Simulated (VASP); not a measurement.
Wanted: the native input for a VASP 6.6.1 run.

* Task: relaxation of the atoms
* Functional: PBEsol
* Potentials or basis: VASP PAW PBE potentials, release 64 (Mo_sv, S)
* Cutoff: 520 eV
* k mesh: 9 × 9 × 1
* Occupations: gaussian, width 0.05 eV
* Spin: no spin polarisation
* Dipole correction: yes
* Atoms held fixed (from 0): [0, 2]
* Further INCAR settings: ALGO = Normal; EDIFF = 1e-06; IBRION = 2; EDIFFG = -0.03; NSW = 90

The structure of MoS lies in POSCAR:

```
MoS
1.0
    3.1415002872      0.0000000000      0.0000000000
   -1.5707501436      2.7206190547      0.0000000000
    0.0000000000      0.0000000000     34.3373047165
Mo S
2 2
Selective dynamics
Direct
    0.0000000000      0.0000000000      0.2475441818  F F F
    0.0000000000      0.0000000000      0.7524558182  T T T
    0.3333333333      0.6666666667      0.2929201137  F F F
    0.3333333333      0.6666666667      0.7070798863  T T T
```

These files were run (other wordings do the same):

INCAR

```
ALGO = Normal ; DIPOL = 0.5 0.5 0.500
EDIFF = 1E-6 ; EDIFFG = -0.03
ENCUT = 520 ; GGA = PS
IBRION = 2 ; IDIPOL = 3
ISIF = 2 ; ISMEAR = 0
LASPH = True ; LCHARG = False
LDIPOL = True ; LREAL = False
LWAVE = False ; NELM = 100
NSW = 90 ; PREC = Accurate
SIGMA = 0.05
```

KPOINTS

```
k-points
0
Gamma
  9 9 1
```

Potentials or basis: VASP PAW PBE potentials, release 64 (Mo_sv, S).

The run is started by

```bash
$ cat potpaw_PBE.64/Mo_sv/POTCAR potpaw_PBE.64/S/POTCAR > POTCAR
$ mpirun -np 1 vasp_std > vasp.out
```

Results of the run:

* Energy gained by relaxing: 8.5 meV/atom
* Ionic steps: 3
* Band gap on the k mesh: 0.06 eV (least direct gap 0.37 eV)

Caveat: semilocal functionals underestimate gaps, and a narrow one can read as zero.

Wall time 6.3 min on 1 thread of AMD EPYC 7R13 Processor (Zen 3), on a shared host, peak memory 0.41 GiB.
